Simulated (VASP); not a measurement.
# Ti (P6_3/mmc) in VASP: notebook

Runs on Ti. Level: LDA. Tasks: density of states, electric field gradients.

All numbers are computed with VASP 6.6.1; they aren't measurements. Logs are shortened: lines on timing, memory, paths and dates and some standing lists are left out, and cuts for length are marked.

**1. The cell of the first run**

The structure is hexagonal, space group P6_3/mmc (No. 194). Conventional cell: a = 2.936 Å, b = 2.936 Å, c = 4.641 Å, α = 90.00°, β = 90.00°, γ = 120.00°. Within 3.8 Å of Ti (site symmetry -6m2) lie 12 Ti at 2.87 to 2.94 Å.

**2. Density of states, LDA**

Input file POSCAR:

```
Ti
1.0
    2.9357319231      0.0000000000      0.0000000000
   -1.4678659615      2.5424184241      0.0000000000
    0.0000000000      0.0000000000      4.6408561500
Ti
2
Direct
    0.3333333333      0.6666666667      0.2500000000
    0.6666666667      0.3333333333      0.7500000000
```

Input file INCAR.step1:

```
SYSTEM = Ti
PREC     = Accurate       ! precision mode
ENCUT    = 520            ! plane-wave cutoff, eV
EDIFF    = 1E-6           ! SCF threshold, eV
ISMEAR   = -1             ! smearing method
SIGMA    = 0.05           ! smearing width, eV
LREAL    = .FALSE.        ! projectors in reciprocal space
LASPH    = .TRUE.         ! aspherical terms in the spheres
NELM     = 100            ! most SCF steps
ALGO     = Normal         ! electronic algorithm
ISIF     = 2              ! what is computed and relaxed
LWAVE    = .FALSE.        ! write WAVECAR
LCHARG   = .TRUE.         ! write CHGCAR
LMAXMIX  = 4              ! l up to which the mixer works
GGA      = CA             ! functional
NBANDS   = 19             ! bands
```

Input file KPOINTS.step1:

```
regular mesh
0
G
  13 13 7
  0 0 0
```

Input file INCAR.step2:

```
SYSTEM = Ti
PREC     = Accurate       ! precision mode
ENCUT    = 520            ! plane-wave cutoff, eV
EDIFF    = 1E-6           ! SCF threshold, eV
ISMEAR   = -5             ! smearing method
SIGMA    = 0.05           ! smearing width, eV
LREAL    = .FALSE.        ! projectors in reciprocal space
LASPH    = .TRUE.         ! aspherical terms in the spheres
NELM     = 100            ! most SCF steps
ALGO     = Normal         ! electronic algorithm
ISIF     = 2              ! what is computed and relaxed
LWAVE    = .FALSE.        ! write WAVECAR
LCHARG   = .FALSE.        ! write CHGCAR
LMAXMIX  = 4              ! l up to which the mixer works
GGA      = CA             ! functional
LORBIT   = 11             ! projections on sites
NBANDS   = 19             ! bands
NEDOS    = 2001           ! points of the DOS
ICHARG   = 11             ! starting density
```

Input file KPOINTS.step2:

```
regular mesh
0
G
  20 20 11
  0 0 0
```

Potentials or basis: VASP PAW LDA potentials, release 64 (Ti_sv).

Started as:

```sh
> cat potpaw_LDA.64/Ti_sv/POTCAR > POTCAR
> cp INCAR.step1 INCAR
> cp KPOINTS.step1 KPOINTS
> mpirun -np 1 vasp_std > vasp.out
> cp INCAR.step2 INCAR
> cp KPOINTS.step2 KPOINTS
> mpirun -np 1 vasp_std > vasp.out
```

OUTCAR:

```text
SYSTEM = Ti
   PREC = Accurate
   ENCUT = 520
   EDIFF = 1E-6
   ISMEAR = -5
   LREAL = .FALSE.
   LASPH = .TRUE.
   NELM = 100
   ISIF = 2
   GGA = CA
   LORBIT = 11
   ICHARG = 11

 ion  position               nearest neighbor table
   1  0.333  0.667  0.250-   2 2.87   2 2.87   2 2.87   2 2.87   2 2.87   2 2.87
   2  0.667  0.333  0.750-   1 2.87   1 2.87   1 2.87   1 2.87   1 2.87   1 2.87

  LATTYP: Found a hexagonal cell.
 ALAT       =     2.9357319231
 C/A-ratio  =     1.5808174151

  Lattice vectors:

 A1 = (   2.9357319231,   0.0000000000,   0.0000000000)
 A2 = (  -1.4678659615,   2.5424184241,   0.0000000000)
 A3 = (   0.0000000000,   0.0000000000,   4.6408561500)

Analysis of symmetry for initial positions (statically):
=====================================================================
 Subroutine PRICEL returns:
 Original cell was already a primitive cell.

 Routine SETGRP: Setting up the symmetry group for a
 hexagonal supercell.

 Subroutine GETGRP returns: Found 24 space group operations
 (whereof 12 operations were pure point group operations)
 out of a pool of 24 trial point group operations.

The static configuration has the point symmetry D_3d.
 The point group associated with its full space group is D_6h.

Analysis of symmetry for dynamics (positions and initial velocities):
=====================================================================
 Subroutine PRICEL returns:
 Original cell was already a primitive cell.

 Routine SETGRP: Setting up the symmetry group for a
 hexagonal supercell.

 Subroutine GETGRP returns: Found 24 space group operations
 (whereof 12 operations were pure point group operations)
 out of a pool of 24 trial point group operations.

The dynamic configuration has the point symmetry D_3d.
 The point group associated with its full space group is D_6h.

 Subroutine INISYM returns: Found 24 space group operations
 (whereof 12 operations are pure point group operations),
 and found     1 'primitive' translations

----------------------------------------------------------------------------------------

                                     Primitive cell

  volume of cell :      34.6387

  direct lattice vectors                    reciprocal lattice vectors
     2.935731923  0.000000000  0.000000000     0.340630557  0.196663144  0.000000000
    -1.467865962  2.542418424  0.000000000     0.000000000  0.393326287  0.000000000
     0.000000000  0.000000000  4.640856150     0.000000000  0.000000000  0.215477483

  length of vectors
     2.935731923  2.935731923  4.640856150     0.393326287  0.393326287  0.215477483

  position of ions in fractional coordinates (direct lattice)
     0.333333333  0.666666667  0.250000000
     0.666666667  0.333333333  0.750000000

  ion indices of the primitive-cell ions
   primitive index   ion index
                 1           1
                 2           2

----------------------------------------------------------------------------------------

 KPOINTS: regular mesh

Automatic generation of k-mesh.
 Grid dimensions read from file:
 generate k-points for:   20   20   11

 Generating k-lattice:

  Cartesian coordinates                     Fractional coordinates (reciprocal lattice)
     0.017031528  0.009833157  0.000000000     0.050000000  0.000000000  0.000000000
     0.000000000  0.019666314  0.000000000     0.000000000  0.050000000  0.000000000
     0.000000000  0.000000000  0.019588862     0.000000000  0.000000000  0.090909091

  Length of vectors
     0.019666314  0.019666314  0.019588862

  Shift w.r.t. Gamma in fractional coordinates (k-lattice)
     0.000000000  0.000000000  0.000000000

 TETIRR: Found   4310 inequivalent tetrahedra from    26400

 Subroutine IBZKPT returns following result:
 ===========================================

 Found    264 irreducible k-points:

 Following reciprocal coordinates:
            Coordinates               Weight
  0.000000  0.000000  0.000000      1.000000
  0.050000  0.000000  0.000000      6.000000
  0.100000  0.000000  0.000000      6.000000
  0.150000  0.000000  0.000000      6.000000
  0.200000  0.000000  0.000000      6.000000
  0.250000  0.000000  0.000000      6.000000
[... 16 lines left out ...]
  0.200000  0.100000  0.000000     12.000000
  0.250000  0.100000  0.000000     12.000000
 [... further k-points ...]
   k-points           NKPTS =    264   k-points in BZ     NKDIM =    264   number of bands    NBANDS=     19
   number of dos      NEDOS =   2001   number of ions     NIONS =      2
   total plane-waves  NPLWV =  20736
   dimension x,y,z NGX =    24 NGY =   24 NGZ =   36
   dimension x,y,z NGXF=    48 NGYF=   48 NGZF=   72
   ions per type =               2
   NGX,Y,Z   is equivalent  to a cutoff of  13.59, 13.59, 12.90 a.u.
   NGXF,Y,Z  is equivalent  to a cutoff of  27.18, 27.18, 25.79 a.u.
 SYSTEM =  Ti
   PREC   = accura    normal or accurate (medium, high low for compatibility)
   ISTART =      0    job   : 0-new  1-cont  2-samecut
   ICHARG =     11    charge: 1-file 2-atom 10-const
   ISPIN  =      1    spin polarized calculation?
   LNONCOLLINEAR =      F non collinear calculations
   LSORBIT =      F    spin-orbit coupling
   LASPH  =      T    aspherical Exc in radial PAW
   ENCUT  =  520.0 eV  38.22 Ry    6.18 a.u.   5.46  5.46  8.63*2*pi/ulx,y,z
   NELM   =    100;   NELMIN=  2; NELMDL=  0     # of ELM steps
   EDIFF  = 0.1E-05   stopping-criterion for ELM
   LREAL  =      F    real-space projection
   EDIFFG = 0.1E-04   stopping-criterion for IOM
   NSW    =      0    number of steps for IOM
   IBRION =     -1    ionic relax: 0-MD 1-quasi-New 2-CG
   NFREE  =      0    steps in history (QN), initial steepest desc. (CG)
   ISIF   =      2    stress and relaxation
   ISYM   =      2    0-nonsym 1-usesym 2-fastsym
   POTIM  = 0.5000    time-step for ionic-motion
   TEBEG  =    0.0;   TEEND  =   0.0 temperature during run
   PSTRESS=    0.0 pullay stress
   NELECT =      24.0000    total number of electrons
   NUPDOWN=      -1.0000    fix difference up-down
   EMIN   =  10.00;   EMAX   =-10.00  energy-range for DOS
   EFERMI =   0.00;   METHOD = LEGACY
   ISMEAR =    -5;   SIGMA  =   0.05  broadening in eV -4-tet -1-fermi 0-gaus
   EFERMI_NEDOS =   21; number of points for ismear=-14 and -15
   IALGO  =     38    algorithm
   IMIX   =      4    mixing-type and parameters
     AMIX     =   0.40;   BMIX     =  1.00
     AMIX_MAG =   1.60;   BMIX_MAG =  1.00
  volume/ion in A,a.u.               =      17.32       116.88
  Fermi-wavevector in a.u.,A,eV,Ry     =   1.448632  2.737517 28.552297  2.098535
  Thomas-Fermi vector in A             =   2.566451
   LORBIT       =     11    0 simple, 1 ext, 2 COOP (PROOUT), +10 PAW based schemes
   GGA     = CA    functional components
   LHFCALC =     F    Hartree Fock is set to
   AEXX    =    0.0000 exact exchange contribution
   IVDW    =     0    specifies the selected vdW correction
   LEPSILON=     F    determine dielectric tensor
   LRPA    =     F    only Hartree local field effects (RPA)
 non-spin polarized calculation
 Fermi weights with tetrahedron method with Bloechl corrections
  energy-cutoff  :      520.00
  volume of cell :       34.64
 maximum number of plane-waves:       965
 NGX is ok and might be reduce to    24

 number of electron      24.0000002 magnetization

 Free energy of the ion-electron system (eV)
  ---------------------------------------------------
  ext. energy  EPLUGINS =         0.00000000
  ---------------------------------------------------
  free energy    TOTEN  =       -17.03362217 eV

  energy without entropy =      -17.03362217  energy(sigma->0) =      -17.03362217

 E-fermi :   8.1399     XC(G=0): -11.7977

 val. band max:        8.1568468276   @ k =   0.0000   0.0000   0.4545
 cond. band min:       8.1298856378   @ k =   0.3500   0.3000   0.2727
 fundamental gap:     -0.0269611898
 Fermi energy:         8.1399456821

 k-point     1 :       0.0000    0.0000    0.0000
  band No.  band energies     occupation
      1     -48.0387      2.00000
      2     -47.8911      2.00000
      3     -25.0251      2.00000
      4     -24.3562      2.00000
      5     -24.3562      2.00000
      6     -24.2832      2.00000
[... 11 lines left out ...]
     18       9.6932      0.00000
     19      11.2518      0.00000

 k-point     2 :       0.0500    0.0000    0.0000
  band No.  band energies     occupation
      1     -48.0360      2.00000
      2     -47.8901      2.00000
      3     -25.0193      2.00000
      4     -24.3680      2.00000
      5     -24.3602      2.00000
      6     -24.2856      2.00000
[... 11 lines left out ...]
     18       9.6529      0.00000
     19      11.2739      0.00000

 k-point     3 :       0.1000    0.0000    0.0000
  band No.  band energies     occupation
      1     -48.0283      2.00000
      2     -47.8871      2.00000
      3     -25.0023      2.00000
      4     -24.4023      2.00000
      5     -24.3716      2.00000
      6     -24.2979      2.00000
[... 11 lines left out ...]
     18       9.5476      0.00000
     19      11.3312      0.00000

 k-point     4 :       0.1500    0.0000    0.0000
  band No.  band energies     occupation
      1     -48.0160      2.00000
      2     -47.8827      2.00000
      3     -24.9750      2.00000
      4     -24.4559      2.00000
      5     -24.3890      2.00000
      6     -24.3524      2.00000
[... 407 lines left out ...]
     18      10.2569      0.00000
     19      11.4645      0.00000

 k-point    23 :       0.2000    0.1000    0.0000
  band No.  band energies     occupation
      1     -47.9763      2.00000
      2     -47.8707      2.00000
      3     -24.8816      2.00000
      4     -24.5995      2.00000
      5     -24.5384      2.00000
      6     -24.4224      2.00000
[... 11 lines left out ...]
     18      10.6267      0.00000
     19      11.5096      0.00000

 k-point    24 :       0.2500    0.1000    0.0000
  band No.  band energies     occupation
      1     -47.9579      2.00000
      2     -47.8668      2.00000
      3     -24.8348      2.00000
      4     -24.6712      2.00000
      5     -24.5901      2.00000
      6     -24.4567      2.00000
[... 11 lines left out ...]
     18      11.0327      0.00000
     19      11.5472      0.00000

 [... further k-points ...]

------------------------ aborting loop because EDIFF is reached ----------------------------------------

  FORCE on cell =-STRESS in cart. coord.  units (eV):
  Direction    XX          YY          ZZ          XY          YZ          ZX
  --------------------------------------------------------------------------------------
  -------------------------------------------------------------------------------------
  Total       -1.8689300     -1.8689300     -1.7300304     -0.0000000      0.0000000      0.0000000
  in kB      -86.4454408    -86.4454408    -80.0207834     -0.0000000      0.0000000      0.0000000
  external PRESSURE =     -84.3038883 kB  Pullay stress =       0.0000000 kB

 VOLUME and BASIS-vectors are now :
 -----------------------------------------------------------------------------
  energy-cutoff  :      520.00
  volume of cell :       34.64
      direct lattice vectors                 reciprocal lattice vectors
     2.935731923  0.000000000  0.000000000     0.340630557  0.196663144  0.000000000
    -1.467865962  2.542418424  0.000000000     0.000000000  0.393326287  0.000000000
     0.000000000  0.000000000  4.640856150     0.000000000  0.000000000  0.215477483

 POSITION                                       TOTAL-FORCE (eV/Angst)
 -----------------------------------------------------------------------------------
     -0.00000      1.69495      1.16021         0.000000     -0.000000      0.000000
      1.46787      0.84747      3.48064        -0.000000      0.000000      0.000000
 -----------------------------------------------------------------------------------
    total drift:                                0.000000     -0.000000      0.000000

  FREE ENERGIE OF THE ION-ELECTRON SYSTEM (eV)
  ---------------------------------------------------
  free  energy   TOTEN  =       -17.0336221652 eV

  energy  without entropy=      -17.0336221652  energy(sigma->0) =      -17.03362217

 total charge

# of ion       s       p       d       tot
------------------------------------------
    1        2.253   6.118   1.909  10.280
    2        2.253   6.118   1.909  10.280
--------------------------------------------------
tot          4.507  12.235   3.818  20.560
```

Run time: 47 s. Hardware: 1 thread of Intel Xeon 6975P-C (Granite Rapids), shared host; peak memory 0.25 GiB.

What came out:

```yaml
Valence_electrons_inside_the_program's_atomic_spheres: Ti 10.28
```

Caveat: tetrahedron occupations give inexact forces and stress in metals.

**3. Electric field gradients, LDA (volume scaled by 0.95)**

Input file INCAR:

```
SYSTEM = Ti
PREC     = Accurate       ! precision mode
ENCUT    = 520            ! plane-wave cutoff, eV
EDIFF    = 1E-8           ! SCF threshold, eV
ISMEAR   = -1             ! smearing method
SIGMA    = 0.05           ! smearing width, eV
LREAL    = .FALSE.        ! projectors in reciprocal space
LASPH    = .TRUE.         ! aspherical terms in the spheres
NELM     = 100            ! most SCF steps
ALGO     = Normal         ! electronic algorithm
ISIF     = 2              ! what is computed and relaxed
LWAVE    = .FALSE.        ! write WAVECAR
LCHARG   = .FALSE.        ! write CHGCAR
LEFG     = .TRUE.       
NBANDS   = 19             ! bands
```

Input file KPOINTS:

```
Automatic mesh
0
G
  13 13 7
  0 0 0
```

Input file POSCAR:

```
Ti
1.0
    2.8859641405      0.0000000000      0.0000000000
   -1.4429820702      2.4993182601      0.0000000000
    0.0000000000      0.0000000000      4.5621823725
Ti
2
Direct
    0.3333333333      0.6666666667      0.2500000000
    0.6666666667      0.3333333333      0.7500000000
```

Potentials or basis: VASP PAW LDA potentials, release 64 (Ti_sv).

Started as:

```sh
> cat potpaw_LDA.64/Ti_sv/POTCAR > POTCAR
> mpirun -np 1 vasp_std > vasp.out
```

OUTCAR:

```text
SYSTEM = Ti
   PREC = Accurate
   ENCUT = 520
   EDIFF = 1E-8
   ISMEAR = -1
   LREAL = .FALSE.
   LASPH = .TRUE.
   NELM = 100
   ISIF = 2

 ion  position               nearest neighbor table
   1  0.333  0.667  0.250-   2 2.82   2 2.82   2 2.82   2 2.82   2 2.82   2 2.82
   2  0.667  0.333  0.750-   1 2.82   1 2.82   1 2.82   1 2.82   1 2.82   1 2.82

  LATTYP: Found a hexagonal cell.
 ALAT       =     2.8859641405
 C/A-ratio  =     1.5808174150

  Lattice vectors:

 A1 = (   2.8859641405,   0.0000000000,   0.0000000000)
 A2 = (  -1.4429820702,   2.4993182601,   0.0000000000)
 A3 = (   0.0000000000,   0.0000000000,   4.5621823725)
[... 742 lines left out ...]
  free  energy   TOTEN  =       -17.1010886785 eV

  energy  without entropy=      -17.0823056924  energy(sigma->0) =      -17.09169719

 Electric field gradients (V/A^2)
---------------------------------------------------------------------
 ion       V_xx      V_yy      V_zz      V_xy      V_xz      V_yz
---------------------------------------------------------------------
   1     -10.297   -10.296    20.593     0.001     0.000    -0.000
   2     -10.297   -10.296    20.593     0.001    -0.000     0.000
---------------------------------------------------------------------

 Electric field gradients after diagonalization (V/A^2)
 (convention: |V_zz| > |V_xx| > |V_yy|)
----------------------------------------------------------------------
 ion       V_xx      V_yy      V_zz     asymmetry (V_yy - V_xx)/ V_zz
----------------------------------------------------------------------
   1     -10.298   -10.296    20.593       0.000
   2     -10.298   -10.296    20.593       0.000
----------------------------------------------------------------------

           NMR quadrupolar parameters

 Cq : quadrupolar parameter    Cq=e*Q*V_zz/h
 eta: asymmetry parameters     (V_yy - V_xx)/ V_zz
 Q  : nuclear electric quadrupole moment in mb (millibarn)
----------------------------------------------------------------------
 ion       Cq(MHz)       eta       Q (mb)
----------------------------------------------------------------------
   1       0.050       0.000       1.000
   2       0.050       0.000       1.000
----------------------------------------------------------------------
```

OSZICAR:

```text
N       E                     dE             d eps       ncg     rms          rms(c)
DAV:   1     0.260587515013E+03    0.26059E+03   -0.13122E+04  3200   0.158E+03
DAV:   2     0.105352948077E+02   -0.25005E+03   -0.24605E+03  3300   0.441E+02
DAV:   3    -0.178710808108E+02   -0.28406E+02   -0.28076E+02  5896   0.123E+02
DAV:   4    -0.190409130470E+02   -0.11698E+01   -0.11680E+01  3700   0.255E+01
DAV:   5    -0.190935582393E+02   -0.52645E-01   -0.52641E-01  4718   0.393E+00    0.122E+01
DAV:   6    -0.171093844754E+02    0.19842E+01   -0.70256E+00  3727   0.264E+01    0.315E+00
DAV:   7    -0.170845671738E+02    0.24817E-01   -0.67979E-01  4792   0.574E+00    0.204E+00
DAV:   8    -0.171086898825E+02   -0.24123E-01   -0.21287E-01  3386   0.555E+00    0.758E-01
DAV:   9    -0.171004950483E+02    0.81948E-02   -0.42939E-02  3490   0.229E+00    0.808E-02
DAV:  10    -0.171010828203E+02   -0.58777E-03   -0.37946E-03  4652   0.334E-01    0.895E-02
DAV:  11    -0.171011020608E+02   -0.19240E-04   -0.10329E-04  3986   0.848E-02    0.484E-02
DAV:  12    -0.171010885284E+02    0.13532E-04   -0.61506E-05  3509   0.743E-02    0.208E-03
DAV:  13    -0.171010883127E+02    0.21573E-06   -0.17912E-06  4000   0.124E-02    0.416E-03
DAV:  14    -0.171010886687E+02   -0.35599E-06   -0.40999E-07  3315   0.549E-03    0.495E-04
DAV:  15    -0.171010886785E+02   -0.98239E-08   -0.63321E-08  3607   0.112E-03
   1 F= -.17101089E+02 E0= -.17091697E+02  d E =-.187830E-01
```

Wall time 21 s (1 thread of Intel Xeon Platinum 8559C (Emerald Rapids), shared host); peak memory 0.16 GiB.

Results:

* Free energy: -17.1011 eV
* Pressure: -2.7 GPa
* Band gap on the k mesh: zero (band 12 reaches 9.44 eV, above the bottom of band 13 at 8.36 eV)

Stress tensor (GPa, compression positive):
```
-2.88  0.00  0.00
 0.00 -2.88  0.00
 0.00  0.00 -2.44
```

Electric field gradients, principal values (V/Å²):
```csv
atom,least,middle,greatest (by size)
1 Ti,-10.296,-10.298,20.593
2 Ti,-10.296,-10.298,20.593
```

Caveat: without QUAD_EFG the Cq values of the log hold for a quadrupole moment of 1 mb, not for the nuclei.

[end of part 1 of 2]
